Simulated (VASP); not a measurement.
Write the native input for VASP 6.6.1 that does the following.

```yaml
Task: single point
Functional: PBE
Potentials_or_basis: VASP PAW PBE potentials, release 64 (Ba_sv, B, H)
Cutoff: 520 eV
k_mesh: 4 × 2 × 2
Occupations: gaussian, width 0.1 eV
Spin: no spin polarisation
Dipole_correction: no
Further_INCAR_settings: LREAL = Auto; ALGO = Normal; EDIFF = 1e-06; NBANDS = 76
```

The structure of BaB2H8 lies in POSCAR:

```
BaB2H8
1.0
    7.3835630000      0.0000000000      0.0000000000
    0.0000000000      8.7377490000      0.0000000000
    0.0000000000      0.0000000000      7.9101240000
Ba B H
4 8 32
Direct
    0.5000000000      0.8289920000      0.2500000000
    0.0000000000      0.6710080000      0.7500000000
    0.5000000000      0.1710080000      0.7500000000
    0.0000000000      0.3289920000      0.2500000000
    0.7592020000      0.6093510000      0.0773640000
    0.2592020000      0.8906490000      0.9226360000
    0.7407980000      0.8906490000      0.5773640000
    0.2407980000      0.6093510000      0.4226360000
    0.2407980000      0.3906490000      0.9226360000
    0.7407980000      0.1093510000      0.0773640000
    0.2592020000      0.1093510000      0.4226360000
    0.7592020000      0.3906490000      0.5773640000
    0.7246900000      0.5684250000      0.2224710000
    0.2246900000      0.9315750000      0.7775290000
    0.7753100000      0.9315750000      0.7224710000
    0.2753100000      0.5684250000      0.2775290000
    0.2753100000      0.4315750000      0.7775290000
    0.7753100000      0.0684250000      0.2224710000
    0.2246900000      0.0684250000      0.2775290000
    0.7246900000      0.4315750000      0.7224710000
    0.8381860000      0.5053930000      0.0036090000
    0.3381860000      0.9946070000      0.9963910000
    0.6618140000      0.9946070000      0.5036090000
    0.1618140000      0.5053930000      0.4963910000
    0.1618140000      0.4946070000      0.9963910000
    0.6618140000      0.0053930000      0.0036090000
    0.3381860000      0.0053930000      0.4963910000
    0.8381860000      0.4946070000      0.5036090000
    0.6187000000      0.6335660000      0.9996320000
    0.1187000000      0.8664340000      0.0003680000
    0.8813000000      0.8664340000      0.4996320000
    0.3813000000      0.6335660000      0.5003680000
    0.3813000000      0.3664340000      0.0003680000
    0.8813000000      0.1335660000      0.9996320000
    0.1187000000      0.1335660000      0.5003680000
    0.6187000000      0.3664340000      0.4996320000
    0.8536470000      0.7252640000      0.0829610000
    0.3536470000      0.7747360000      0.9170390000
    0.6463530000      0.7747360000      0.5829610000
    0.1463530000      0.7252640000      0.4170390000
    0.1463530000      0.2747360000      0.9170390000
    0.6463530000      0.2252640000      0.0829610000
    0.3536470000      0.2252640000      0.4170390000
    0.8536470000      0.2747360000      0.5829610000
```

One way to write it, as run:

INCAR

```
SYSTEM = BaB2H8
ALGO = Normal
EDIFF = 1E-6
ENCUT = 520
GGA = PE
ISIF = 2
ISMEAR = 0
LASPH = .True.
LCHARG = .False.
LREAL = Auto
LWAVE = .False.
NBANDS = 76
NELM = 100
PREC = Accurate
SIGMA = 0.1
```

KPOINTS

```
k-points
0
Gamma
  4 2 2
  0 0 0
```

Potentials or basis: VASP PAW PBE potentials, release 64 (Ba_sv, B, H).

Launch:

```sh
$ cat potpaw_PBE.64/Ba_sv/POTCAR potpaw_PBE.64/B/POTCAR potpaw_PBE.64/H/POTCAR > POTCAR
$ mpirun -np 1 vasp_std > vasp.out
```

It gave:

```
Pressure               : 0.0 GPa
Largest force          : 0.010 eV/Å
Band gap on the k mesh : 5.66 eV
```

Caveat: spin-orbit coupling is left out, which moves the levels of the heavy elements.

Run time: 41 min on 1 thread of AMD EPYC 7R43 64-Core Processor (Zen 3), on a shared host, peak memory 0.64 GiB.
